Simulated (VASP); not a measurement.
# As (P6/mmm) in VASP: notebook

Runs on As. Level: PBE. Tasks: single point.

All numbers are computed with VASP 6.6.1; they aren't measurements. Logs are shortened: lines on timing, memory, paths and dates and some standing lists are left out, and cuts for length are marked.

**1. The cell of the first run**

The structure is hexagonal, space group P6/mmm (No. 191). The conventional cell has a = 2.648 Å, b = 2.648 Å, c = 4.276 Å, α = 90.00°, β = 90.00°, γ = 120.00°. As (site symmetry -6m2) has 3 As at 1.53 Å within 2.0 Å.

**2. Single point, PBE**

Contents of INCAR:

```
SYSTEM = As
  PREC = Accurate
  ENCUT = 520
  EDIFF = 1E-6
  ISMEAR = 0
  SIGMA = 0.1
  LREAL = .FALSE.
  LASPH = .TRUE.
  NELM = 100
  ALGO = Normal
  ISIF = 2
  LWAVE = .FALSE.
  LCHARG = .TRUE.
  GGA = PE
  LELF = .TRUE.
  LVHAR = .TRUE.
  NBANDS = 12
```

Contents of KPOINTS:

```
Automatic mesh
0
G
  9 9 4
  0 0 0
```

Contents of POSCAR:

```
As
1.0
    2.6475307300      0.0000000000      0.0000000000
   -1.3237653700      2.2928288700      0.0000000000
    0.0000000000      0.0000000000      4.2760420400
As
2
Direct
    0.3333333300      0.6666666700      0.0000000000
    0.6666666700      0.3333333300      0.0000000000
```

Potentials or basis: VASP PAW PBE potentials, release 64 (As).

The run is started by

```
$ cat potpaw_PBE.64/As/POTCAR > POTCAR
$ mpirun -np 1 vasp_std > vasp.out
```

OUTCAR:

```text
SYSTEM = As
   PREC = Accurate
   ENCUT = 520
   EDIFF = 1E-6
   ISMEAR = 0
   LREAL = .FALSE.
   LASPH = .TRUE.
   NELM = 100
   ISIF = 2
   GGA = PE

 ion  position               nearest neighbor table
   1  0.333  0.667  0.000-   2 1.53   2 1.53   2 1.53
   2  0.667  0.333  0.000-   1 1.53   1 1.53   1 1.53

  LATTYP: Found a hexagonal cell.
 ALAT       =     2.6475307300
 C/A-ratio  =     1.6151057253

  Lattice vectors:

 A1 = (   2.6475307300,   0.0000000000,   0.0000000000)
 A2 = (  -1.3237653700,   2.2928288700,   0.0000000000)
 A3 = (   0.0000000000,   0.0000000000,   4.2760420400)

Analysis of symmetry for initial positions (statically):
=====================================================================
 Subroutine PRICEL returns:
 Original cell was already a primitive cell.

 Routine SETGRP: Setting up the symmetry group for a
 hexagonal supercell.

 Subroutine GETGRP returns: Found 24 space group operations
 (whereof 24 operations were pure point group operations)
 out of a pool of 24 trial point group operations.

The static configuration has the point symmetry D_6h.

Analysis of symmetry for dynamics (positions and initial velocities):
=====================================================================
 Subroutine PRICEL returns:
 Original cell was already a primitive cell.

 Routine SETGRP: Setting up the symmetry group for a
 hexagonal supercell.

 Subroutine GETGRP returns: Found 24 space group operations
 (whereof 24 operations were pure point group operations)
 out of a pool of 24 trial point group operations.

The dynamic configuration has the point symmetry D_6h.

 Subroutine INISYM returns: Found 24 space group operations
 (whereof 24 operations are pure point group operations),
 and found     1 'primitive' translations

----------------------------------------------------------------------------------------

                                     Primitive cell

  volume of cell :      25.9570

  direct lattice vectors                    reciprocal lattice vectors
     2.647530730  0.000000000  0.000000000     0.377710441  0.218071226  0.000000000
    -1.323765370  2.292828870  0.000000000     0.000000000  0.436142450  0.000000000
     0.000000000  0.000000000  4.276042040     0.000000000  0.000000000  0.233861125

  length of vectors
     2.647530730  2.647530733  4.276042040     0.436142450  0.436142450  0.233861125

  position of ions in fractional coordinates (direct lattice)
     0.333333330  0.666666670  0.000000000
     0.666666670  0.333333330  0.000000000

  ion indices of the primitive-cell ions
   primitive index   ion index
                 1           1
                 2           2

----------------------------------------------------------------------------------------

 KPOINTS: Automatic mesh

Automatic generation of k-mesh.
 Grid dimensions read from file:
 generate k-points for:    9    9    4

 Generating k-lattice:

  Cartesian coordinates                     Fractional coordinates (reciprocal lattice)
     0.041967827  0.024230136  0.000000000     0.111111111 -0.000000000  0.000000000
     0.000000000  0.048460272  0.000000000     0.000000000  0.111111111  0.000000000
     0.000000000  0.000000000  0.058465281     0.000000000  0.000000000  0.250000000

  Length of vectors
     0.048460272  0.048460272  0.058465281

  Shift w.r.t. Gamma in fractional coordinates (k-lattice)
     0.000000000  0.000000000  0.000000000

 Subroutine IBZKPT returns following result:
 ===========================================

 Found     36 irreducible k-points:

 Following reciprocal coordinates:
            Coordinates               Weight
  0.000000  0.000000  0.000000      1.000000
  0.111111  0.000000  0.000000      6.000000
  0.222222  0.000000  0.000000      6.000000
  0.333333  0.000000  0.000000      6.000000
  0.444444  0.000000  0.000000      6.000000
  0.111111  0.111111  0.000000      6.000000
[... 16 lines left out ...]
  0.333333  0.222222  0.250000     24.000000
  0.333333  0.333333  0.250000      4.000000
 [... further k-points ...]
   k-points           NKPTS =     36   k-points in BZ     NKDIM =     36   number of bands    NBANDS=     12
   number of dos      NEDOS =    301   number of ions     NIONS =      2
   total plane-waves  NPLWV =  12800
   dimension x,y,z NGX =    20 NGY =   20 NGZ =   32
   dimension x,y,z NGXF=    40 NGYF=   40 NGZF=   64
   ions per type =               2
   NGX,Y,Z   is equivalent  to a cutoff of  12.56, 12.56, 12.44 a.u.
   NGXF,Y,Z  is equivalent  to a cutoff of  25.12, 25.12, 24.88 a.u.
 SYSTEM =  As
   PREC   = accura    normal or accurate (medium, high low for compatibility)
   ISTART =      0    job   : 0-new  1-cont  2-samecut
   ICHARG =      2    charge: 1-file 2-atom 10-const
   ISPIN  =      1    spin polarized calculation?
   LNONCOLLINEAR =      F non collinear calculations
   LSORBIT =      F    spin-orbit coupling
   LASPH  =      T    aspherical Exc in radial PAW
   ENCUT  =  520.0 eV  38.22 Ry    6.18 a.u.   4.92  4.92  7.95*2*pi/ulx,y,z
   NELM   =    100;   NELMIN=  2; NELMDL= -5     # of ELM steps
   EDIFF  = 0.1E-05   stopping-criterion for ELM
   LREAL  =      F    real-space projection
   EDIFFG = 0.1E-04   stopping-criterion for IOM
   NSW    =      0    number of steps for IOM
   IBRION =     -1    ionic relax: 0-MD 1-quasi-New 2-CG
   NFREE  =      0    steps in history (QN), initial steepest desc. (CG)
   ISIF   =      2    stress and relaxation
   ISYM   =      2    0-nonsym 1-usesym 2-fastsym
   POTIM  = 0.5000    time-step for ionic-motion
   TEBEG  =    0.0;   TEEND  =   0.0 temperature during run
   PSTRESS=    0.0 pullay stress
   NELECT =      10.0000    total number of electrons
   NUPDOWN=      -1.0000    fix difference up-down
   EMIN   =  10.00;   EMAX   =-10.00  energy-range for DOS
   EFERMI =   0.00;   METHOD = LEGACY
   ISMEAR =     0;   SIGMA  =   0.10  broadening in eV -4-tet -1-fermi 0-gaus
   EFERMI_NEDOS =   21; number of points for ismear=-14 and -15
   IALGO  =     38    algorithm
   IMIX   =      4    mixing-type and parameters
     AMIX     =   0.40;   BMIX     =  1.00
     AMIX_MAG =   1.60;   BMIX_MAG =  1.00
  volume/ion in A,a.u.               =      12.98        87.58
  Fermi-wavevector in a.u.,A,eV,Ry     =   1.191214  2.251069 19.306557  1.418992
  Thomas-Fermi vector in A             =   2.327281
   LORBIT       =      0    0 simple, 1 ext, 2 COOP (PROOUT), +10 PAW based schemes
   GGA     = PE    functional components
   LHFCALC =     F    Hartree Fock is set to
   AEXX    =    0.0000 exact exchange contribution
   IVDW    =     0    specifies the selected vdW correction
   LEPSILON=     F    determine dielectric tensor
   LRPA    =     F    only Hartree local field effects (RPA)
 non-spin polarized calculation
 Gauss-broadening in eV      SIGMA  =   0.10
  energy-cutoff  :      520.00
  volume of cell :       25.96
 maximum number of plane-waves:       732
 NGX is ok and might be reduce to    20
   NGX =  9   NGY =  9   NGZ = 15

 number of electron      10.0000000 magnetization

 Free energy of the ion-electron system (eV)
  ---------------------------------------------------
  ext. energy  EPLUGINS =         0.00000000
  ---------------------------------------------------
  free energy    TOTEN  =        41.63894823 eV

  energy without entropy =       41.63960298  energy(sigma->0) =       41.63927561

 E-fermi :  13.2679     XC(G=0): -11.1857

 val. band max:       12.8571472479   @ k =   0.3333   0.3333   0.2500
 cond. band min:      13.3363633578   @ k =   0.2222   0.0000   0.5000
 fundamental gap:      0.4792161099
 Fermi energy:        13.2679422870

 k-point     1 :       0.0000    0.0000    0.0000
  band No.  band energies     occupation
      1     -15.2695      2.00000
      2      -1.3492      2.00000
      3       9.3130      2.00000
      4       9.3130      2.00000
      5       9.9788      2.00000
      6      14.3744      0.00000
      7      14.3744      0.00000
      8      19.8336      0.00000
      9      22.3772      0.00000
     10      25.8261      0.00000
     11      25.9837      0.00000
     12      25.9837      0.00000

 k-point     2 :       0.1111    0.0000    0.0000
  band No.  band energies     occupation
      1     -14.9314      2.00000
      2      -0.9440      2.00000
      3       6.6089      2.00000
      4       7.7126      2.00000
      5      10.2848      2.00000
      6      14.2650      0.00000
      7      16.3962      0.00000
      8      21.4143      0.00000
      9      22.0517      0.00000
     10      23.6537      0.00000
     11      24.7942      0.00000
     12      26.1391      0.00000

 k-point     3 :       0.2222    0.0000    0.0000
  band No.  band energies     occupation
      1     -13.9071      2.00000
      2       0.2464      2.00000
      3       1.9925      2.00000
      4       5.3489      2.00000
      5      11.1851      2.00000
      6      13.6442      0.00000
      7      16.8717      0.00000
      8      20.0634      0.00000
      9      23.3395      0.00000
     10      23.9150      0.00000
     11      24.0598      0.00000
     12      27.2242      0.00000
[... 286 lines left out ...]
 k-point    23 :       0.3333    0.2222    0.2500
  band No.  band energies     occupation
      1      -8.6743      2.00000
      2      -5.4930      2.00000
      3      -2.3660      2.00000
      4       5.1714      2.00000
      5       9.0534      2.00000
      6      14.2062      0.00000
      7      17.5970      0.00000
      8      18.7017      0.00000
      9      20.6388      0.00000
     10      23.9082      0.00000
     11      25.1236      0.00000
     12      27.1860      0.00000

 k-point    24 :       0.3333    0.3333    0.2500
  band No.  band energies     occupation
      1      -6.2359      2.00000
      2      -6.2359      2.00000
      3      -5.0334      2.00000
      4       7.3248      2.00000
      5       7.3248      2.00000
      6      12.8571      2.00000
      7      19.7141      0.00000
      8      19.7141      0.00000
      9      21.1218      0.00000
     10      22.9108      0.00000
     11      25.0102      0.00000
     12      25.0102      0.00000

 [... further k-points ...]
[... 5 lines left out ...]
  --------------------------------------------------------------------------------------
  -------------------------------------------------------------------------------------
  Total      162.6964692    162.6964693      0.2891263     -0.0000004      0.0000000      0.0000000
  in kB    10042.3208539  10042.3208584     17.8461119     -0.0000219      0.0000000      0.0000000
  external PRESSURE =    6700.8292747 kB  Pullay stress =       0.0000000 kB

 VOLUME and BASIS-vectors are now :
 -----------------------------------------------------------------------------
  energy-cutoff  :      520.00
  volume of cell :       25.96
      direct lattice vectors                 reciprocal lattice vectors
     2.647530730  0.000000000  0.000000000     0.377710441  0.218071226  0.000000000
    -1.323765370  2.292828870  0.000000000     0.000000000  0.436142450  0.000000000
     0.000000000  0.000000000  4.276042040     0.000000000  0.000000000  0.233861125

 POSITION                                       TOTAL-FORCE (eV/Angst)
 -----------------------------------------------------------------------------------
     -0.00000      1.52855      0.00000        -0.000000      0.000000      0.000000
      1.32377      0.76428      0.00000         0.000000     -0.000000     -0.000000
 -----------------------------------------------------------------------------------
    total drift:                                0.000000      0.000000     -0.000000

  FREE ENERGIE OF THE ION-ELECTRON SYSTEM (eV)
  ---------------------------------------------------
  free  energy   TOTEN  =        41.6389482299 eV

  energy  without entropy=       41.6396029825  energy(sigma->0) =       41.63927561
```

It took 5.1 s on 1 thread of Intel Xeon 6975P-C (Granite Rapids), shared host; peak memory 0.13 GiB.

The run converged, but its numbers aren't listed here, since they failed a check.

Caveat: the k points lie up to 0.37 Å⁻¹ apart; this functional lacks dispersion, which binds the layers, so the pressure and a relaxed spacing across them are unreliable.

**3. Single point, PBE**

This run uses another cell than the first one, of 25.76 Å³/atom, 1.985 times its volume.

Contents of INCAR:

```
PREC = Accurate
ENCUT = 520
EDIFF = 1E-6
ISMEAR = 0
SIGMA = 0.1
LREAL = False
LASPH = True
NELM = 100
ALGO = Normal
ISIF = 2
LWAVE = False
LCHARG = True
GGA = PE
LELF = True
LVHAR = True
NBANDS = 12
```

Contents of KPOINTS:

```
regular mesh
0
Gamma
  6 6 6
```

Contents of POSCAR:

```
As
1.0
    4.6748009385      0.0000000000      0.0000000000
   -2.3374004692      4.0484963704      0.0000000000
    0.0000000000      0.0000000000      2.7223054817
As
2
Direct
    0.3333333333      0.6666666667      0.0000000000
    0.6666666667      0.3333333333      0.0000000000
```

Potentials or basis: VASP PAW PBE potentials, release 64 (As).

The run is started by

```
$ cat potpaw_PBE.64/As/POTCAR > POTCAR
$ mpirun -np 1 vasp_std > vasp.out
```

It took 6 s on 1 thread of Intel Xeon 6975P-C (Granite Rapids), shared host; peak memory 0.16 GiB.

Results (log left out):

* Free energy: -8.9207 eV
* Pressure: 0.1 GPa
* Band gap on the k mesh: zero (band 5 reaches 5.40 eV, above the bottom of band 6 at 1.90 eV)

Levels at points of the mesh, in eV from the Fermi level:
```
           k point  band 2  band 3  band 4  band 5  band 6  band 7  band 8  band 9
(0.00, 0.00, 0.00)   -9.28   -4.35   -4.35   -0.21   -0.21    4.37    4.47    7.88
(0.50, 0.00, 0.00)  -11.73   -5.16   -3.39    1.59    2.90    5.27    5.38    6.44
(0.00, 0.00, 0.50)   -6.31   -5.85   -2.34   -1.91   -1.91    2.53    2.53    5.50
(0.50, 0.00, 0.50)   -8.58   -5.27   -4.09   -2.63   -0.40    4.19    4.45    4.71
```

Caveat: the k points lie up to 0.38 Å⁻¹ apart.

(Continued in part 2 of 2.)
